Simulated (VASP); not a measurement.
HoO3: single point with PBE

HoO3:

```
Ho O
1.0
     4.40111    0.00000    0.00000
     0.00000    4.40111    0.00000
     0.00000    0.00000    4.40229
Ho O
1 3
Direct
  0.50000 0.50000 0.50000
  0.50000 0.50000 0.00000
  0.00000 0.50000 0.50000
  0.50000 0.00000 0.50000
```

The cell was built from a structure type or drawn by symmetry, and may not be a known phase.

```json
{
 "Program": "VASP 6.6.1",
 "Task": "single point",
 "Functional": "PBE",
 "Potentials or basis": "VASP PAW PBE potentials, release 64 (Ho_3, O), 4f in core",
 "Cutoff": "600 eV",
 "k mesh": "4 × 4 × 4",
 "Occupations": "gaussian, width 0.1 eV",
 "Spin": "no spin polarisation",
 "Dipole correction": "no",
 "Mended": "yes",
 "Further INCAR settings": "ALGO = Normal; EDIFF = 1e-06; NBANDS = 22"
}
```

```json
{"Pressure": "0.8 GPa", "Band gap on the k mesh": "zero (an odd number of electrons rules out a gap without spin polarisation)"}
```

Stress tensor (GPa, compression positive):
```
0.82 0.00 0.00
0.00 0.82 0.00
0.00 0.00 0.68
```

Levels at points of the mesh, in eV from the Fermi level:
```csv
k point,band 9,band 10,band 11,band 12,band 13,band 14,band 15,band 16,band 17,band 18
"(0.00, 0.00, 0.00)",-0.72,-0.22,-0.22,-0.22,0.08,0.08,0.08,6.69,7.22,7.22
"(0.50, 0.00, 0.00)",-0.78,-0.76,-0.51,-0.51,-0.34,0.04,0.04,7.32,8.50,8.50
"(0.50, 0.50, 0.00)",-1.87,-0.76,-0.76,-0.52,-0.52,-0.11,0.33,8.63,8.63,9.11
"(0.00, 0.00, 0.50)",-0.78,-0.76,-0.51,-0.51,-0.34,0.04,0.04,7.32,8.49,8.49
"(0.50, 0.00, 0.50)",-1.87,-0.76,-0.76,-0.52,-0.52,-0.11,0.33,8.63,8.63,9.10
"(0.50, 0.50, 0.50)",-2.39,-1.82,-1.82,-1.82,0.33,0.33,0.33,9.67,9.67,9.67
```

It took 22 s on 1 thread of Intel(R) Xeon(R) 6975P-C (Granite Rapids), with other jobs on the host, peak memory 0.22 GiB.

Caveat: spin-orbit coupling is left out, which moves the levels of the heavy elements; the 4f electrons are frozen in the core, so they carry no moment and show no levels; an odd number of electrons without spin polarisation forces a metal; a magnetic or distorted state may lie lower; the run has no spin polarisation, though such a crystal can be magnetic. With open d or f shells a metallic result of PBE can be an artefact of self-interaction; +U or a hybrid may open a gap.
